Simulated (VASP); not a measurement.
# Si62C (a cell with a defect) in VASP: notebook

Runs on Si62C (a cell with a defect). Level: PBE+D3(BJ). Tasks: single point.

Everything below comes from runs of VASP 6.6.1. Logs are shortened: lines on timing, memory, paths and dates and some standing lists are left out, and cuts for length are marked.

## 1. The cell of the first run

The cell holds a defect, 63 atoms: a = 10.860 Å, b = 10.860 Å, c = 10.860 Å, α = 90.00°, β = 90.00°, γ = 90.00°.

## 2. Single point, PBE+D3(BJ), collinear spin

Input file INCAR:

```
PREC     = Accurate       # precision mode
ENCUT    = 520            # plane-wave cutoff, eV
EDIFF    = 1E-6           # SCF threshold, eV
ISMEAR   = -1             # smearing method
SIGMA    = 0.05           # smearing width, eV
LREAL    = Auto         
LASPH    = True           # aspherical terms in the spheres
NELM     = 150            # most SCF steps
ALGO     = Normal         # electronic algorithm
ISIF     = 2              # what is computed and relaxed
LWAVE    = False          # write WAVECAR
LCHARG   = False          # write CHGCAR
ISPIN    = 2              # spin polarisation
MAGMOM   = 0 0 0 0 0 0 0 0 0 0 0 0 0 0 0 0 0 0 0 0 0 0 0 0 0 0 0 0 0 0 0 0 0 0 0 0 0 0 0 0 0 0 0 0 0 0 0.13 0 0 0 0 0 0 0 0 0 0 0 0 0 0 0 0 # initial moments
LORBIT   = 11             # projections on sites
GGA      = PE             # functional
IVDW     = 12             # dispersion correction
NELECT   = 253.0        
NBANDS   = 167            # bands
```

Input file KPOINTS:

```
regular mesh
0
Gamma
  1 1 1
```

Input file POSCAR:

```
Si62C
1.0
   10.8600000000      0.0000000000      0.0000000000
    0.0000000000     10.8600000000      0.0000000000
    0.0000000000      0.0000000000     10.8600000000
Si C
62 1
Direct
    0.5029865562     -0.0011714549     -0.0009011971
    0.6279280847      0.1193875691      0.1334877532
    0.7523582873      0.2449116943      0.0029609576
    0.8762638122      0.3774056169      0.1278857274
    0.7453131676     -0.0162555249      0.2654962247
    0.8736036832      0.1193639042      0.3760849908
   -0.0033250460     -0.0033076427      0.0009912523
    0.1234518416      0.1245715470      0.1231567219
    0.2508042357      0.2508355433      0.0018307551
    0.3782650092      0.3777315838      0.1241651934
    0.5033027624      0.5021350829     -0.0022623389
    0.6261803867      0.6265843462      0.1275496317
    0.7492960405      0.7493243094     -0.0018277164
    0.8725767956      0.8715807551      0.1282679558
    0.2528031308      0.0029299263      0.2475612339
    0.3768651934      0.1327626151      0.3699403315
    0.5075616943      0.2595482505      0.2533085635
    0.6298831492      0.3890286372      0.3860599448
    0.7559348066      0.5107024862      0.2584817680
    0.8834684162      0.6414850829      0.3843941068
    0.4938432781      0.0032018416      0.5002400552
    0.6240594843      0.1244162983      0.6243141805
    0.7510961326      0.2490954880      0.4997036832
    0.8705878453      0.3794709024      0.6238865562
    0.7526727440     -0.0082577348      0.7386708103
    0.8771956722      0.1215278085      0.8699337017
   -0.0016866483      0.4995544199     -0.0039434622
    0.1315401473      0.6221145488      0.1186755064
    0.2575826888      0.7463740331     -0.0087799263
    0.3765157459      0.8751069982      0.1228005525
   -0.0017947514      0.2468423573      0.2512150092
    0.1241370166      0.3726805709      0.3753120626
    0.2524378453      0.4979465009      0.2529430018
    0.3783190608      0.6230603131      0.3815416206
    0.4990288214      0.7486837017      0.2549199816
    0.6207509208      0.8583918048      0.3998368324
   -0.0024071823     -0.0077420810      0.5006846225
    0.1231775322      0.1249957643      0.6239178637
    0.2545492634      0.2534103131      0.5023622468
    0.3866529466      0.3833173112      0.6229798343
    0.5209536832      0.5308367403      0.5203352670
    0.8623913444      0.8526013812      0.5993598527
    0.2438766114     -0.0003038674      0.7548453039
    0.3738396869      0.1244795580      0.8766198895
    0.4998373849      0.2491343462      0.7513418969
    0.6267124309      0.3734952118      0.8748635359
    0.7318626151      0.5127587477      0.7331753223
    0.8669607735      0.6218716390      0.8679631676
    0.0081622468      0.7491584715      0.2459468692
    0.1287703499      0.8769186004      0.3725156538
    0.0008980663      0.5009894107      0.5005395028
    0.1276867403      0.6232515654      0.6261190608
    0.2500656538      0.7510972376      0.5000404236
    0.3705967772      0.8794553407      0.6259825967
   -0.0002190608      0.2534622468      0.7486383057
    0.1281485267      0.3765063536      0.8738528545
    0.2571654696      0.5006836096      0.7505604052
    0.3909036832      0.6306074586      0.8618079190
    0.5162054328      0.7477546961      0.7222053407
    0.6265795580      0.8730349908      0.8675087477
   -0.0078558011      0.7458248619      0.7420958564
    0.1180369245      0.8697492634      0.8740452118
    0.6085748619      0.6575461326      0.6057102210
```

Potentials or basis: VASP PAW PBE potentials, release 64 (Si, C).

Run with:

```bash
$ cat potpaw_PBE.64/Si/POTCAR potpaw_PBE.64/C/POTCAR > POTCAR
$ mpirun -np 1 vasp_gam > vasp.out
```

OUTCAR:

```text
PREC = Accurate
   ENCUT = 520
   EDIFF = 1E-6
   ISMEAR = -1
   LREAL = Auto
   LASPH = True
   NELM = 150
   ISIF = 2
   ISPIN = 2
   LORBIT = 11
   GGA = PE
   IVDW = 12
   NELECT = 253.0
 IVDW          = 12

 ion  position               nearest neighbor table
   1  0.503  0.999  0.999-  30 2.34  44 2.37   2 2.38  60 2.39
   2  0.628  0.119  0.133-   1 2.38   3 2.39  17 2.39   5 2.42
   3  0.752  0.245  0.003-   2 2.39  26 2.39   4 2.39  46 2.40
   4  0.876  0.377  0.128-  31 2.36  27 2.36   3 2.39  19 2.41
   5  0.745  0.984  0.265-   6 2.36  14 2.37  36 2.41   2 2.42
   6  0.874  0.119  0.376-  37 2.36   5 2.36  23 2.36  31 2.36
[... 54 lines left out ...]
  61  0.992  0.746  0.742-  52 2.35  48 2.35  42 2.39  62 2.39
  62  0.118  0.870  0.874-  43 2.35   7 2.35  29 2.39  61 2.39
  63  0.609  0.658  0.606-  59 1.89  41 1.91  47 2.49

  LATTYP: Found a simple cubic cell.
 ALAT       =    10.8600000000

  Lattice vectors:

 A1 = (  10.8600000000,   0.0000000000,   0.0000000000)
 A2 = (   0.0000000000,  10.8600000000,   0.0000000000)
 A3 = (   0.0000000000,   0.0000000000,  10.8600000000)

Analysis of symmetry for initial positions (statically):
=====================================================================
 Subroutine PRICEL returns:
 Original cell was already a primitive cell.

 Routine SETGRP: Setting up the symmetry group for a
 simple cubic supercell.

 Subroutine GETGRP returns: Found  1 space group operations
 (whereof  1 operations were pure point group operations)
 out of a pool of 48 trial point group operations.

The static configuration has the point symmetry C_1 .

Analysis of symmetry for dynamics (positions and initial velocities):
=====================================================================
 Subroutine PRICEL returns:
 Original cell was already a primitive cell.

 Routine SETGRP: Setting up the symmetry group for a
 simple cubic supercell.

 Subroutine GETGRP returns: Found  1 space group operations
 (whereof  1 operations were pure point group operations)
 out of a pool of 48 trial point group operations.

The dynamic configuration has the point symmetry C_1 .

Analysis of structural, dynamic, and magnetic symmetry:
=====================================================================
 Subroutine PRICEL returns:
 Original cell was already a primitive cell.

 Routine SETGRP: Setting up the symmetry group for a
 simple cubic supercell.

 Subroutine GETGRP returns: Found  1 space group operations
 (whereof  1 operations were pure point group operations)
 out of a pool of 48 trial point group operations.

The overall configuration has the point symmetry C_1 .

 Subroutine INISYM returns: Found  1 space group operations
 (whereof  1 operations are pure point group operations),
 and found     1 'primitive' translations

----------------------------------------------------------------------------------------

                                     Primitive cell

  volume of cell :    1280.8241

  direct lattice vectors                    reciprocal lattice vectors
    10.860000000  0.000000000  0.000000000     0.092081031  0.000000000  0.000000000
     0.000000000 10.860000000  0.000000000     0.000000000  0.092081031  0.000000000
     0.000000000  0.000000000 10.860000000     0.000000000  0.000000000  0.092081031

  length of vectors
    10.860000000 10.860000000 10.860000000     0.092081031  0.092081031  0.092081031

[... 177 lines left out ...]
   NELM   =    150;   NELMIN=  2; NELMDL= -5     # of ELM steps
   EDIFF  = 0.1E-05   stopping-criterion for ELM
   LREAL  =      T    real-space projection
   EDIFFG = 0.1E-04   stopping-criterion for IOM
   NSW    =      0    number of steps for IOM
   IBRION =     -1    ionic relax: 0-MD 1-quasi-New 2-CG
   NFREE  =      0    steps in history (QN), initial steepest desc. (CG)
   ISIF   =      2    stress and relaxation
   ISYM   =      2    0-nonsym 1-usesym 2-fastsym
   POTIM  = 0.5000    time-step for ionic-motion
   TEBEG  =    0.0;   TEEND  =   0.0 temperature during run
   PSTRESS=    0.0 pullay stress
   NELECT =     253.0000    total number of electrons
   NUPDOWN=      -1.0000    fix difference up-down
   EMIN   =  10.00;   EMAX   =-10.00  energy-range for DOS
   EFERMI =   0.00;   METHOD = LEGACY
   ISMEAR =    -1;   SIGMA  =   0.05  broadening in eV -4-tet -1-fermi 0-gaus
   EFERMI_NEDOS =   21; number of points for ismear=-14 and -15
   IALGO  =     38    algorithm
   IMIX   =      4    mixing-type and parameters
     AMIX     =   0.40;   BMIX     =  1.00
     AMIX_MAG =   1.60;   BMIX_MAG =  1.00
  volume/ion in A,a.u.               =      20.33       137.20
  Fermi-wavevector in a.u.,A,eV,Ry     =   0.953422  1.801706 12.367880  0.909014
  Thomas-Fermi vector in A             =   2.082076
   LORBIT       =     11    0 simple, 1 ext, 2 COOP (PROOUT), +10 PAW based schemes
   GGA     = PE    functional components
   LHFCALC =     F    Hartree Fock is set to
   AEXX    =    0.0000 exact exchange contribution
   IVDW    =    12    specifies the selected vdW correction
   LEPSILON=     F    determine dielectric tensor
   LRPA    =     F    only Hartree local field effects (RPA)
 spin polarized calculation
  energy-cutoff  :      520.00
  volume of cell :     1280.82
 maximum number of plane-waves:     17229
 NGX is ok and might be reduce to    84
   NGX = 41   NGY = 41   NGZ = 41

 number of electron     253.0000001 magnetization       0.0039311

 Free energy of the ion-electron system (eV)
  ---------------------------------------------------
  ext. energy  EPLUGINS =         0.00000000
  ---------------------------------------------------
  free energy    TOTEN  =      -327.29625083 eV

  energy without entropy =     -327.15651869  energy(sigma->0) =     -327.22638476

 E-fermi :   6.0626     XC(G=0):  -9.3369

 val. band max:        5.8871838059   @ k =   0.0000   0.0000   0.0000
 cond. band min:       6.1025649312   @ k =   0.0000   0.0000   0.0000
 fundamental gap:      0.2153811254
 Fermi energy:         6.0626272171

 spin component 1

 k-point     1 :       0.0000    0.0000    0.0000
  band No.  band energies     occupation
      1      -6.3346      1.00000
      2      -5.7814      1.00000
      3      -5.1877      1.00000
      4      -5.1791      1.00000
      5      -5.1736      1.00000
      6      -5.1637      1.00000
[... 130 lines left out ...]
    137       6.8175      0.00000
    138       6.8311      0.00000
 Fermi energy:         6.0626272171

 spin component 2

 k-point     1 :       0.0000    0.0000    0.0000
  band No.  band energies     occupation
      1      -6.3345      1.00000
      2      -5.7814      1.00000
      3      -5.1876      1.00000
      4      -5.1791      1.00000
      5      -5.1736      1.00000
      6      -5.1636      1.00000
[... 130 lines left out ...]
    137       6.8176      0.00000
    138       6.8311      0.00000
 [bands above 138 left out]

------------------------ aborting loop because EDIFF is reached ----------------------------------------

 Edisp (eV)  -19.61943

 E6    (eV) :   -11.5100

 E8    (eV) :    -8.1094

  FORCE on cell =-STRESS in cart. coord.  units (eV):
  Direction    XX          YY          ZZ          XY          YZ          ZX
  --------------------------------------------------------------------------------------
  -------------------------------------------------------------------------------------
  Total       0.87045   -10.57976   -10.24422     1.71028    -3.94790    -6.33333
  in kB       1.08884   -13.23418   -12.81445     2.13938    -4.93842    -7.92234
  external pressure =       -8.32 kB  Pullay stress =        0.00 kB

 VOLUME and BASIS-vectors are now :
 -----------------------------------------------------------------------------
  energy-cutoff  :      520.00
  volume of cell :     1280.82
      direct lattice vectors                 reciprocal lattice vectors
    10.860000000  0.000000000  0.000000000     0.092081031  0.000000000  0.000000000
     0.000000000 10.860000000  0.000000000     0.000000000  0.092081031  0.000000000
     0.000000000  0.000000000 10.860000000     0.000000000  0.000000000  0.092081031

 POSITION                                       TOTAL-FORCE (eV/Angst)
 -----------------------------------------------------------------------------------
      5.46243     10.84728     10.85021         0.031557     -0.019999     -0.050637
      6.81930      1.29655      1.44968        -0.021855      0.092638     -0.090674
      8.17061      2.65974      0.03216        -0.023023      0.084432     -0.085409
      9.51623      4.09862      1.38884         0.003546      0.022232     -0.010702
      8.09410     10.68346      2.88329         0.032168      0.153312     -0.146458
      9.48734      1.29629      4.08428         0.008024      0.046767      0.001018
[... 55 lines left out ...]
      1.28188      9.44548      9.49213         0.046312      0.050343      0.005696
      6.60912      7.14095      6.57801        -0.224894     -1.444102      0.657797
 -----------------------------------------------------------------------------------
    total drift:                               -0.019036      0.009109      0.005067

  FREE ENERGIE OF THE ION-ELECTRON SYSTEM (eV)
  ---------------------------------------------------
  free  energy   TOTEN  =      -346.9156758599 eV

  energy  without entropy=     -346.7759437212  energy(sigma->0) =     -346.84580979

 total charge

# of ion       s       p       d       tot
------------------------------------------
    1        0.740   0.943   0.000   1.682
    2        0.745   0.918   0.000   1.663
    3        0.748   0.918   0.000   1.665
    4        0.745   0.932   0.000   1.677
    5        0.744   0.925   0.000   1.670
    6        0.740   0.957   0.000   1.697
[... 55 lines left out ...]
   62        0.744   0.938   0.000   1.682
   63        0.900   1.364   0.000   2.264
--------------------------------------------------
tot         47.035  59.460   0.000 106.495

 magnetization (x)

# of ion       s       p       d       tot
------------------------------------------
    1        0.000   0.000   0.000   0.000
    2        0.000   0.000   0.000   0.000
    3        0.000   0.000   0.000   0.000
    4        0.000   0.000   0.000   0.000
    5        0.000   0.000   0.000   0.000
    6        0.000  -0.000   0.000  -0.000
[... 55 lines left out ...]
   62        0.000   0.000   0.000   0.000
   63        0.000  -0.000   0.000   0.000
--------------------------------------------------
tot          0.000   0.001   0.000   0.001
```

Run time: 13 min. Hardware: 1 thread of Intel Xeon Platinum 8259CL at 2.50GHz (Skylake/Cascade Lake), shared host; peak memory 1.5 GiB.

Results:

- Free energy: -346.9157 eV
- Largest force: 1.603 eV/Å
- Net moment: 0.00 μB per cell
- Valence electrons inside the program's atomic spheres: Si 1.68, 1.66, 1.67, 1.70, 1.69, 1.63, 1.62, 1.60, 1.59, 1.65 (each value once); C 2.26
- Dispersion energy per atom: -0.311 eV

Forces on the atoms (eV/Å):
```
Si   0.032 -0.020 -0.051
Si  -0.022  0.093 -0.091
Si  -0.023  0.084 -0.085
Si   0.004  0.022 -0.011
Si   0.032  0.153 -0.146
Si   0.008  0.047  0.001
Si   0.014  0.016 -0.017
Si   0.006  0.014  0.000
Si   0.001 -0.008 -0.017
Si  -0.014 -0.017  0.014
Si  -0.025 -0.006  0.032
Si  -0.002  0.015 -0.004
Si   0.010  0.020  0.007
Si   0.012  0.032 -0.027
Si   0.039  0.011 -0.014
Si   0.030 -0.037  0.039
Si  -0.007 -0.003  0.025
Si  -0.017  0.034  0.019
Si  -0.026  0.004 -0.006
Si  -0.017  0.050  0.026
Si   0.088 -0.087  0.012
Si   0.010  0.009  0.006
Si  -0.012  0.026 -0.004
Si  -0.059  0.081 -0.019
Si   0.003 -0.009 -0.025
Si  -0.011  0.014 -0.006
Si  -0.006  0.014 -0.017
Si  -0.055  0.025  0.026
Si  -0.057  0.011  0.079
Si   0.031  0.025 -0.005
Si  -0.001  0.016 -0.009
Si   0.005  0.014 -0.015
Si  -0.016  0.015 -0.032
Si  -0.052  0.013 -0.053
Si   0.027  0.003  0.008
Si   0.234  0.168 -0.272
Si   0.102  0.104 -0.038
Si   0.031  0.060  0.009
Si   0.015  0.004  0.000
Si  -0.035 -0.004  0.010
Si  -0.201 -0.008 -0.068
Si   0.276  0.169 -0.040
Si   0.073 -0.009 -0.048
Si   0.022  0.002 -0.006
Si   0.001  0.019 -0.011
Si  -0.027  0.130 -0.094
Si  -0.058  0.354 -0.128
Si   0.041  0.076  0.017
Si  -0.025  0.042  0.021
Si   0.031  0.036 -0.017
Si   0.010  0.008 -0.005
Si   0.010  0.010  0.007
Si  -0.008 -0.001 -0.027
Si   0.080 -0.112 -0.008
Si  -0.048  0.042 -0.006
Si  -0.011  0.003  0.003
Si  -0.019 -0.008  0.015
Si  -0.152 -0.006  0.173
Si  -0.166 -0.320  0.237
Si   0.002 -0.066 -0.055
Si   0.071  0.028  0.026
Si   0.046  0.050  0.006
C   -0.225 -1.444  0.658
```

Caveat: the k points lie up to 0.58 Å⁻¹ apart; the cell carries a net charge on a neutralising background, which shifts energy and pressure; the cell is charged against a uniform background, so pressure and absolute levels hang on convention.

(Continued in part 2 of 2.)
